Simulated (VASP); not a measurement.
Here is a VASP 6.6.1 calculation.

The input INCAR:

```
SYSTEM = AlNi
ALGO = Normal
EDIFF = 1E-6
ENCUT = 520
GGA = PE
ISIF = 2
ISMEAR = -1
LASPH = .TRUE.
LCHARG = .TRUE.
LELF = .TRUE.
LREAL = .FALSE.
LVHAR = .TRUE.
LWAVE = .FALSE.
NBANDS = 14
NELM = 60
PREC = Accurate
SIGMA = 0.08
```

KPOINTS

```
k-points
0
G
  14 14 14
  0 0 0
```

POSCAR

```
AlNi
1.0
    2.3706264352      0.0000000000      0.0000000000
    0.0000000000      2.3706264352      0.0000000000
    0.0000000000      0.0000000000      2.3706264352
Ni Al
1 1
Direct
    0.0000000000      0.0000000000      0.0000000000
    0.5000000000      0.5000000000      0.5000000000
```

Potentials or basis: VASP PAW PBE potentials, release 64 (Ni, Al).

Run with:

```console
$ cat potpaw_PBE.64/Ni/POTCAR potpaw_PBE.64/Al/POTCAR > POTCAR
$ mpirun -np 1 vasp_std > vasp.out
```

**Question.** What does it give for the pressure?

**Answer.** 342.5 GPa.

 Spin polarisation is off, so any magnetic state and its effect on volume and gap are missing.
